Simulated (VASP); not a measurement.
A run of VASP 6.6.1 is set up as follows.

File INCAR:

```
SYSTEM = SnSe
ALGO = Normal
EDIFF = 1E-6
ENCUT = 520
GGA = PE
ISIF = 2
ISMEAR = -1
LASPH = .True.
LCHARG = .False.
LREAL = .False.
LWAVE = .False.
NBANDS = 28
NELM = 60
PREC = Accurate
SIGMA = 0.08
```

Contents of KPOINTS:

```
k-points
0
Gamma
  9 9 5
  0 0 0
```

The input POSCAR:

```
SnSe
1.0
    5.1130640770      0.0000000000      0.0000000000
   -2.5565320385      4.4280433819      0.0000000000
    0.0000000000      0.0000000000      6.1457617249
Sn Se
2 2
Direct
    0.3333333333      0.6666666667     -0.0458466306
    0.6666666667      0.3333333333      0.4541533694
    0.3333333333      0.6666666667      0.4218466306
    0.6666666667      0.3333333333      0.9218466306
```

Potentials or basis: VASP PAW PBE potentials, release 64 (Sn_d, Se).

Launch:

```bash
$ cat potpaw_PBE.64/Sn_d/POTCAR potpaw_PBE.64/Se/POTCAR > POTCAR
$ mpirun -np 1 vasp_std > vasp.out
```

Problem. Predict the pressure.

Solution. 0.0 GPa.

Problem. Predict the band gap on the k mesh.

Solution. 1.05 eV, indirect (least direct gap 1.17 eV).

Forces on the atoms (eV/Å):
```
Sn   0.000  0.000 -0.005
Sn   0.000  0.000 -0.005
Se   0.000  0.000  0.005
Se   0.000  0.000  0.005
```

Caveat: spin-orbit coupling is left out, which moves the levels of the heavy elements. A k mesh can miss the band edges.
